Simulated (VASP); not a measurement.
# AlRu (AlRu (110), 3 layers) in VASP: single point with PBE

Aim: the single point of AlRu (AlRu (110), 3 layers) with PBE.

Everything below comes from runs of VASP 6.6.1. Logs are shortened: lines on timing, memory, paths and dates and some standing lists are left out, and cuts for length are marked.

### Step 1. The cell of the first run

The cell holds a slab with vacuum, 6 atoms: a = 3.004 Å, b = 4.249 Å, c = 20.249 Å, α = 90.00°, β = 90.00°, γ = 90.00°.

### Step 2. Single point, PBE

Input file INCAR:

```
SYSTEM = AlRu
ALGO     = Normal         ! electronic algorithm
EDIFF    = 1E-6           ! SCF threshold, eV
ENCUT    = 520            ! plane-wave cutoff, eV
GGA      = PE             ! functional
ISIF     = 2              ! what is computed and relaxed
ISMEAR   = -1             ! smearing method
LASPH    = .TRUE.         ! aspherical terms in the spheres
LCHARG   = .FALSE.        ! write CHGCAR
LREAL    = .FALSE.        ! projectors in reciprocal space
LWAVE    = .FALSE.        ! write WAVECAR
NBANDS   = 34             ! bands
NELM     = 100            ! most SCF steps
PREC     = Accurate       ! precision mode
SIGMA    = 0.1            ! smearing width, eV
```

Input file KPOINTS:

```
k-points
0
G
  12 9 1
  0 0 0
```

Input file POSCAR:

```
AlRu
1.0
    3.0043569640      0.0000000000      0.0000000000
    0.0000000000      4.2488023648      0.0000000000
    0.0000000000      0.0000000000     20.2488000000
Ru Al
3 3
Direct
    0.7500000000      0.2500000000      0.3968935069
    0.7500000000      0.7500000000      0.5000000006
    0.7500000000      0.2500000000      0.6031064846
    0.2500000000      0.7500000000      0.3960081436
    0.2500000000      0.2500000000      0.4999999842
    0.2500000000      0.7500000000      0.6039918800
```

Potentials or basis: VASP PAW PBE potentials, release 64 (Ru_pv, Al).

Command:

```console
$ cat potpaw_PBE.64/Ru_pv/POTCAR potpaw_PBE.64/Al/POTCAR > POTCAR
$ mpirun -np 1 vasp_std > vasp.out
```

OUTCAR:

```text
SYSTEM = AlRu
   EDIFF = 1E-6
   ENCUT = 520
   GGA = PE
   ISIF = 2
   ISMEAR = -1
   LASPH = .TRUE.
   LREAL = .FALSE.
   NELM = 100
   PREC = Accurate

 ion  position               nearest neighbor table
   1  0.750  0.250  0.397-   5 2.57   5 2.57   4 2.60   4 2.60   4 2.60   4 2.60   2 2.98   2 2.98

   2  0.750  0.750  0.500-   4 2.59   4 2.59   6 2.59   6 2.59   5 2.60   5 2.60   5 2.60   5 2.60
                             3 2.98   3 2.98   1 2.98   1 2.98
   3  0.750  0.250  0.603-   5 2.57   5 2.57   6 2.60   6 2.60   6 2.60   6 2.60   2 2.98   2 2.98

   4  0.250  0.750  0.396-   2 2.59   2 2.59   1 2.60   1 2.60   1 2.60   1 2.60   5 2.99   5 2.99

   5  0.250  0.250  0.500-   1 2.57   1 2.57   3 2.57   3 2.57   2 2.60   2 2.60   2 2.60   2 2.60
                             4 2.99   4 2.99   6 2.99   6 2.99
   6  0.250  0.750  0.604-   2 2.59   2 2.59   3 2.60   3 2.60   3 2.60   3 2.60   5 2.99   5 2.99

  LATTYP: Found a simple orthorhombic cell.
 ALAT       =     3.0043569640
 B/A-ratio  =     1.4142135624
 C/A-ratio  =     6.7398116278

  Lattice vectors:

 A1 = (   3.0043569640,   0.0000000000,   0.0000000000)
 A2 = (   0.0000000000,   4.2488023648,   0.0000000000)
 A3 = (   0.0000000000,   0.0000000000,  20.2488000000)

Analysis of symmetry for initial positions (statically):
=====================================================================
 Subroutine PRICEL returns:
 Original cell was already a primitive cell.

 Routine SETGRP: Setting up the symmetry group for a
 simple orthorhombic supercell.

 Subroutine GETGRP returns: Found  8 space group operations
 (whereof  2 operations were pure point group operations)
 out of a pool of  8 trial point group operations.

The static configuration has the point symmetry C_1h.
 The point group associated with its full space group is D_2h.

Analysis of symmetry for dynamics (positions and initial velocities):
=====================================================================
 Subroutine PRICEL returns:
 Original cell was already a primitive cell.

 Routine SETGRP: Setting up the symmetry group for a
 simple orthorhombic supercell.

 Subroutine GETGRP returns: Found  8 space group operations
 (whereof  2 operations were pure point group operations)
 out of a pool of  8 trial point group operations.

The dynamic configuration has the point symmetry C_1h.
 The point group associated with its full space group is D_2h.

 Subroutine INISYM returns: Found  8 space group operations
 (whereof  2 operations are pure point group operations),
 and found     1 'primitive' translations

----------------------------------------------------------------------------------------

                                     Primitive cell

  volume of cell :     258.4743

  direct lattice vectors                    reciprocal lattice vectors
     3.004356964  0.000000000  0.000000000     0.332849928  0.000000000  0.000000000
     0.000000000  4.248802365  0.000000000     0.000000000  0.235360441  0.000000000
     0.000000000  0.000000000 20.248800000     0.000000000  0.000000000  0.049385643

  length of vectors
     3.004356964  4.248802365 20.248800000     0.332849928  0.235360441  0.049385643

  position of ions in fractional coordinates (direct lattice)
     0.750000000  0.250000000  0.396893507
     0.750000000  0.750000000  0.500000001
     0.750000000  0.250000000  0.603106485
     0.250000000  0.750000000  0.396008144
     0.250000000  0.250000000  0.499999984
     0.250000000  0.750000000  0.603991880

  ion indices of the primitive-cell ions
   primitive index   ion index
                 1           1
                 2           2
                 3           3
                 4           4
                 5           5
                 6           6

----------------------------------------------------------------------------------------

 KPOINTS: k-points

Automatic generation of k-mesh.
 Grid dimensions read from file:
 generate k-points for:   12    9    1

 Generating k-lattice:

  Cartesian coordinates                     Fractional coordinates (reciprocal lattice)
     0.027737494  0.000000000  0.000000000     0.083333333  0.000000000  0.000000000
     0.000000000  0.026151160  0.000000000     0.000000000  0.111111111  0.000000000
     0.000000000  0.000000000  0.049385643     0.000000000  0.000000000  1.000000000

  Length of vectors
     0.027737494  0.026151160  0.049385643

  Shift w.r.t. Gamma in fractional coordinates (k-lattice)
     0.000000000  0.000000000  0.000000000

 Subroutine IBZKPT returns following result:
 ===========================================

 Found     35 irreducible k-points:

 Following reciprocal coordinates:
            Coordinates               Weight
  0.000000  0.000000  0.000000      1.000000
  0.083333  0.000000  0.000000      2.000000
  0.166667  0.000000  0.000000      2.000000
  0.250000  0.000000  0.000000      2.000000
  0.333333  0.000000  0.000000      2.000000
  0.416667  0.000000  0.000000      2.000000
[... 16 lines left out ...]
  0.083333  0.333333  0.000000      4.000000
  0.166667  0.333333  0.000000      4.000000
 [... further k-points ...]
   k-points           NKPTS =     35   k-points in BZ     NKDIM =     35   number of bands    NBANDS=     34
   number of dos      NEDOS =    301   number of ions     NIONS =      6
   total plane-waves  NPLWV = 122880
   dimension x,y,z NGX =    24 NGY =   32 NGZ =  160
   dimension x,y,z NGXF=    48 NGYF=   64 NGZF=  320
   ions per type =               3   3
   NGX,Y,Z   is equivalent  to a cutoff of  13.28, 12.52, 13.14 a.u.
   NGXF,Y,Z  is equivalent  to a cutoff of  26.56, 25.04, 26.27 a.u.
 SYSTEM =  AlRu
   PREC   = accura    normal or accurate (medium, high low for compatibility)
   ISTART =      0    job   : 0-new  1-cont  2-samecut
   ICHARG =      2    charge: 1-file 2-atom 10-const
   ISPIN  =      1    spin polarized calculation?
   LNONCOLLINEAR =      F non collinear calculations
   LSORBIT =      F    spin-orbit coupling
   LASPH  =      T    aspherical Exc in radial PAW
   ENCUT  =  520.0 eV  38.22 Ry    6.18 a.u.   5.59  7.90 37.65*2*pi/ulx,y,z
   NELM   =    100;   NELMIN=  2; NELMDL= -5     # of ELM steps
   EDIFF  = 0.1E-05   stopping-criterion for ELM
   LREAL  =      F    real-space projection
   EDIFFG = 0.1E-04   stopping-criterion for IOM
   NSW    =      0    number of steps for IOM
   IBRION =     -1    ionic relax: 0-MD 1-quasi-New 2-CG
   NFREE  =      0    steps in history (QN), initial steepest desc. (CG)
   ISIF   =      2    stress and relaxation
   ISYM   =      2    0-nonsym 1-usesym 2-fastsym
   POTIM  = 0.5000    time-step for ionic-motion
   TEBEG  =    0.0;   TEEND  =   0.0 temperature during run
   PSTRESS=    0.0 pullay stress
   NELECT =      51.0000    total number of electrons
   NUPDOWN=      -1.0000    fix difference up-down
   EMIN   =  10.00;   EMAX   =-10.00  energy-range for DOS
   EFERMI =   0.00;   METHOD = LEGACY
   ISMEAR =    -1;   SIGMA  =   0.10  broadening in eV -4-tet -1-fermi 0-gaus
   EFERMI_NEDOS =   21; number of points for ismear=-14 and -15
   IALGO  =     38    algorithm
   IMIX   =      4    mixing-type and parameters
     AMIX     =   0.40;   BMIX     =  1.00
     AMIX_MAG =   1.60;   BMIX_MAG =  1.00
  volume/ion in A,a.u.               =      43.08       290.71
  Fermi-wavevector in a.u.,A,eV,Ry     =   0.953072  1.801045 12.358804  0.908346
  Thomas-Fermi vector in A             =   2.081693
   LORBIT       =      0    0 simple, 1 ext, 2 COOP (PROOUT), +10 PAW based schemes
   GGA     = PE    functional components
   LHFCALC =     F    Hartree Fock is set to
   AEXX    =    0.0000 exact exchange contribution
   IVDW    =     0    specifies the selected vdW correction
   LEPSILON=     F    determine dielectric tensor
   LRPA    =     F    only Hartree local field effects (RPA)
 non-spin polarized calculation
  energy-cutoff  :      520.00
  volume of cell :      258.47
 maximum number of plane-waves:      6998
 NGX is ok and might be reduce to    24
   NGX = 11   NGY = 15   NGZ = 75

 number of electron      50.9999997 magnetization

 Free energy of the ion-electron system (eV)
  ---------------------------------------------------
  ext. energy  EPLUGINS =         0.00000000
  ---------------------------------------------------
  free energy    TOTEN  =       -39.34733506 eV

  energy without entropy =      -39.16072292  energy(sigma->0) =      -39.25402899

 E-fermi :   0.1960     XC(G=0):  -4.9159

 val. band max:        0.1958404608   @ k =   0.5000   0.0000   0.0000
 cond. band min:       0.2067545859   @ k =   0.0000   0.0000   0.0000
 fundamental gap:      0.0109141251
 Fermi energy:         0.1960193379

 k-point     1 :       0.0000    0.0000    0.0000
  band No.  band energies     occupation
      1     -41.8284      2.00000
      2     -41.7966      2.00000
      3     -41.6678      2.00000
      4     -41.5994      2.00000
      5     -41.5748      2.00000
      6     -41.5538      2.00000
[... 26 lines left out ...]
     33       5.1909      0.00000
     34       5.4721      0.00000

 k-point     2 :       0.0833    0.0000    0.0000
  band No.  band energies     occupation
      1     -41.8270      2.00000
      2     -41.7952      2.00000
      3     -41.6809      2.00000
      4     -41.5981      2.00000
      5     -41.5737      2.00000
      6     -41.5526      2.00000
[... 26 lines left out ...]
     33       5.4408      0.00000
     34       5.5484      0.00000

 k-point     3 :       0.1667    0.0000    0.0000
  band No.  band energies     occupation
      1     -41.8233      2.00000
      2     -41.7914      2.00000
      3     -41.7167      2.00000
      4     -41.5947      2.00000
      5     -41.5710      2.00000
      6     -41.5697      2.00000
[... 26 lines left out ...]
     33       5.1908      0.00000
     34       5.7873      0.00000
[... 704 lines left out ...]
 k-point    23 :       0.0833    0.3333    0.0000
  band No.  band energies     occupation
      1     -41.8387      2.00000
      2     -41.8000      2.00000
      3     -41.6799      2.00000
      4     -41.5920      2.00000
      5     -41.5795      2.00000
      6     -41.5484      2.00000
[... 26 lines left out ...]
     33       5.2994      0.00000
     34       5.7561      0.00000

 k-point    24 :       0.1667    0.3333    0.0000
  band No.  band energies     occupation
      1     -41.8347      2.00000
      2     -41.7960      2.00000
      3     -41.7155      2.00000
      4     -41.5887      2.00000
      5     -41.5763      2.00000
      6     -41.5700      2.00000
[... 26 lines left out ...]
     33       5.5866      0.00000
     34       6.3317      0.00000

 [... further k-points ...]
[... 5 lines left out ...]
  --------------------------------------------------------------------------------------
  -------------------------------------------------------------------------------------
  Total       -3.7774694     -4.8133983     -0.0137116      0.0000000      0.0000000      0.0000000
  in kB      -23.4150010    -29.8363043     -0.0849928      0.0000000      0.0000000      0.0000000
  external PRESSURE =     -17.7787660 kB  Pullay stress =       0.0000000 kB

 VOLUME and BASIS-vectors are now :
 -----------------------------------------------------------------------------
  energy-cutoff  :      520.00
  volume of cell :      258.47
      direct lattice vectors                 reciprocal lattice vectors
     3.004356964  0.000000000  0.000000000     0.332849928  0.000000000  0.000000000
     0.000000000  4.248802365  0.000000000     0.000000000  0.235360441  0.000000000
     0.000000000  0.000000000 20.248800000     0.000000000  0.000000000  0.049385643

 POSITION                                       TOTAL-FORCE (eV/Angst)
 -----------------------------------------------------------------------------------
      2.25327      1.06220      8.03662         0.000000      0.000000     -0.010225
      2.25327      3.18660     10.12440         0.000000     -0.000000      0.000000
      2.25327      1.06220     12.21218         0.000000     -0.000000      0.010225
      0.75109      3.18660      8.01869         0.000000     -0.000000      0.004572
      0.75109      1.06220     10.12440         0.000000     -0.000000      0.000000
      0.75109      3.18660     12.23011         0.000000     -0.000000     -0.004572
 -----------------------------------------------------------------------------------
    total drift:                                0.000000      0.000000      0.000247

  FREE ENERGIE OF THE ION-ELECTRON SYSTEM (eV)
  ---------------------------------------------------
  free  energy   TOTEN  =       -39.3473350564 eV

  energy  without entropy=      -39.1607229164  energy(sigma->0) =      -39.25402899
```

It took 11 min on 1 thread of AMD EPYC 7R43 (Zen 3), shared host; peak memory 0.44 GiB.

Results:

```
Free energy   : -39.3473 eV
Largest force : 0.010 eV/Å
```

Forces on the atoms (eV/Å):
```
Ru   0.000  0.000 -0.010
Ru   0.000  0.000  0.000
Ru   0.000  0.000  0.010
Al   0.000  0.000  0.005
Al   0.000  0.000  0.000
Al   0.000  0.000 -0.005
```

Levels at points of the mesh, in eV from the Fermi level:
| k point | band 23 | band 24 | band 25 | band 26 | band 27 | band 28 |
| --- | --- | --- | --- | --- | --- | --- |
| (0.00, 0.00, 0.00) | -0.39 | -0.33 | -0.19 | -0.08 | 0.01 | 0.13 |
| (0.50, 0.00, 0.00) | -0.23 | 0.00 | 0.70 | 0.88 | 1.89 | 2.22 |
